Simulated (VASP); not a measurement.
Write the native input for VASP 6.6.1 that does the following.

* Task: single point
* Functional: PBEsol
* Potentials or basis: VASP PAW PBE potentials, release 64 (Ti_sv, Al)
* Cutoff: 520 eV
* k mesh: 18 × 18 × 10
* Occupations: gaussian, width 0.15 eV
* Spin: no spin polarisation
* Dipole correction: no
* Further INCAR settings: ALGO = Normal; EDIFF = 1e-06; NBANDS = 14

The structure of TiAl lies in POSCAR:

```
TiAl
1.0
    2.9330000000      0.0000000000      0.0000000000
   -1.4665000000      2.5400525093      0.0000000000
    0.0000000000      0.0000000000      4.3728000000
Ti Al
1 1
Direct
    0.0000000000      0.0000000000      0.0000000000
    0.3333333333      0.6666666667      0.5000000000
```

The input as run:

INCAR

```
PREC = Accurate
ENCUT = 520
EDIFF = 1E-6
ISMEAR = 0
SIGMA = 0.15
LREAL = F
LASPH = T
NELM = 80
ALGO = Normal
ISIF = 2
LWAVE = F
LCHARG = F
GGA = PS
NBANDS = 14
```

KPOINTS

```
Automatic mesh
0
Gamma
  18 18 10
```

Potentials or basis: VASP PAW PBE potentials, release 64 (Ti_sv, Al).

The run is started by

```sh
$ cat potpaw_PBE.64/Ti_sv/POTCAR potpaw_PBE.64/Al/POTCAR > POTCAR
$ mpirun -np 1 vasp_std > vasp.out
```

It gave:

```
Pressure               : 1.2 GPa
Band gap on the k mesh : zero (an odd number of electrons rules out a gap without spin polarisation)
```

Caveat: the stress differs along the axes, from -2 to 8 GPa; the PAW data sets were made with another functional, which shifts forces and pressure a little.

Wall time 36 s on 1 thread of Intel(R) Xeon(R) 6975P-C (Granite Rapids) (shared host), peak memory 0.23 GiB.
